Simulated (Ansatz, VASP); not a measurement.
# One calculation of Si, two programs

```xyz
4
Lattice="3.7449 0.0000 0.0000 -1.8725 3.2432 0.0000 0.0000 0.0000 6.2891" Properties=species:S:1:pos:R:3 pbc="T T T"
Si    0.0000    2.1621    0.3964
Si    1.8725    1.0811    3.5410
Si    0.0000    2.1621    2.7481
Si    1.8725    1.0811    5.8927
```

Change from the starting cell: strain -0.0150 x Voigt [1, 1, 0, 0, 0, 0], atoms carried along.

Alike in both runs: task single point; functional LDA; k mesh 12 × 12 × 6; occupations gaussian, width 0.03 eV; no spin polarisation.

|  | VASP | Ansatz |
| --- | --- | --- |
| version | VASP 6.6.1 | Ansatz 0.2.0 |
| potentials or method | VASP PAW LDA potentials, release 64 (Si), cutoff 520 eV | scalar-relativistic, plane waves, PAW |
| valence electrons in the cell | 16 | 16 |

```tsv
	VASP	Ansatz	Ansatz less VASP
gap on the k mesh at the Fermi level (eV)	0.27	0.27	+0.003
least direct gap on the mesh (eV)	1.25	1.24	-0.009
pressure (GPa)	3.2	3.1	-0.06
traceless stress, the component that is largest in VASP (GPa)	-2.44	-2.42	+0.025
rms of the force components (eV/Å)	0.114	0.114	-0.0004
```

LDA's correlation is that of Perdew and Zunger in VASP and of Perdew and Wang (1992) in Ansatz. Atom by atom the forces differ by 0.000 eV/Å (rms over components).
